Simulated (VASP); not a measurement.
**Cu4Mo: relaxation of cell and atoms with PBE**

The system is Cu4Mo.

```
CELL_PARAMETERS angstrom
-2.60339 2.60339 2.60339
2.60339 -2.60339 2.60339
2.60339 2.60339 -2.60339
ATOMIC_POSITIONS crystal
Cu 0.00000 0.00000 0.50000
Cu 0.00000 0.50000 0.00000
Cu 0.50000 0.00000 0.00000
Cu 0.50000 0.50000 0.50000
Mo 0.00000 0.00000 0.00000
```

The cell was built from a structure type or drawn by symmetry, and may not be a known phase.

```
Program                : VASP 6.6.1
Task                   : relaxation of cell and atoms
Functional             : PBE
Potentials or basis    : VASP PAW PBE potentials, release 64 (Cu, Mo_sv)
Cutoff                 : 600 eV
k mesh                 : 6 × 6 × 6
Occupations            : gaussian, width 0.1 eV
Spin                   : no spin polarisation
Dipole correction      : no
Further INCAR settings : ALGO = Normal; EDIFF = 1e-06; IBRION = 2; EDIFFG = -0.04; NSW = 90; ISIF = 3
```

| Item | Value |
| --- | --- |
| Relaxed volume | 17.93 Å³/atom |
| Relaxed cell | a = 4.884 Å, b = 4.884 Å, c = 4.884 Å, α = 109.47°, β = 109.47°, γ = 109.47° |
| Space group after relaxing (to 0.1 Å) | Im-3m (No. 229) |
| Energy gained by relaxing | 332.9 meV/atom |
| Ionic steps | 3 |
| Pressure after relaxing | -0.1 GPa |
| Band gap on the k mesh | zero (bands 29 and 30 overlap by 2.29 eV) |

The path:
| step | energy change (eV) | largest force (eV/Å) | pressure (GPa) | volume (Å³) |
| --- | --- | --- | --- | --- |
| 1 | 0.0000 | 0.0000 | 35.16 | 70.58 |
| 2 | -1.0159 | 0.0000 | -10.02 | 107.19 |
| 3 | -1.6645 | 0.0000 | -0.07 | 89.67 |

Final structure:
```xyz
5
Lattice="-2.8197 2.8197 2.8197 2.8197 -2.8197 2.8197 2.8197 2.8197 -2.8197" Properties=species:S:1:pos:R:3 pbc="T T T"
Cu    1.4099    1.4099   -1.4099
Cu    1.4099   -1.4099    1.4099
Cu   -1.4099    1.4099    1.4099
Cu    1.4099    1.4099    1.4099
Mo    0.0000    0.0000    0.0000
```

Levels at points of the mesh, in eV from the Fermi level:
```
           k point  band 26  band 27  band 28  band 29  band 30  band 31  band 32  band 33
(0.00, 0.00, 0.00)     0.31     0.31     0.31     1.07     1.07     2.43     2.43     2.43
(0.50, 0.00, 0.00)    -2.14    -1.21    -0.68    -0.30     0.39     0.59     0.95     2.02
(0.50, 0.50, 0.50)    -1.79    -1.79    -1.21    -1.21    -1.21    -0.25    -0.25    -0.25
```

It took 3 min on 1 thread of Intel Xeon 8259CL, on a shared host, peak memory 0.23 GiB.

Caveat: the volume moved by over 15 % at a fixed basis, so the end points are rough.
